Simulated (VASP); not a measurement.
Input of a VASP 6.6.1 run:

INCAR

```
SYSTEM = V
PREC = Accurate ; ENCUT = 520
EDIFF = 1E-6 ; ISMEAR = -1
SIGMA = 0.1 ; LREAL = .False.
LASPH = .True. ; NELM = 60
ALGO = Normal ; ISIF = 2
LWAVE = .False. ; LCHARG = .True.
GGA = PS ; LELF = .True.
LVHAR = .True. ; NBANDS = 62
```

KPOINTS

```
regular mesh
0
Gamma
  7 7 7
  0 0 0
```

Contents of POSCAR:

```
V
1.0
    4.7283190912      0.0000000000      0.0000000000
    0.0000000000      4.7283190912      0.0000000000
    0.0000000000      0.0000000000      4.7283190912
V
8
Direct
    1.0000000000      1.0000000000      0.0000000000
    0.5000000000      0.5000000000      0.5000000000
    0.2500000000      1.0000000000      0.5000000000
    0.7500000000      1.0000000000      0.5000000000
    0.5000000000      0.2500000000      0.0000000000
    0.5000000000      0.7500000000      0.0000000000
    0.0000000000      0.5000000000      0.2500000000
    0.0000000000      0.5000000000      0.7500000000
```

Potentials or basis: VASP PAW PBE potentials, release 64 (V_sv).

The run is started by

```console
$ cat potpaw_PBE.64/V_sv/POTCAR > POTCAR
$ mpirun -np 1 vasp_std > vasp.out
```

Question: Estimate the pressure.

Answer: 0.3 GPa.

Question: Estimate the band gap on the k mesh.

Answer: Zero (bands 52 and 53 overlap by 0.30 eV).

Caveat: the PAW data sets were made with another functional, which shifts forces and pressure a little.
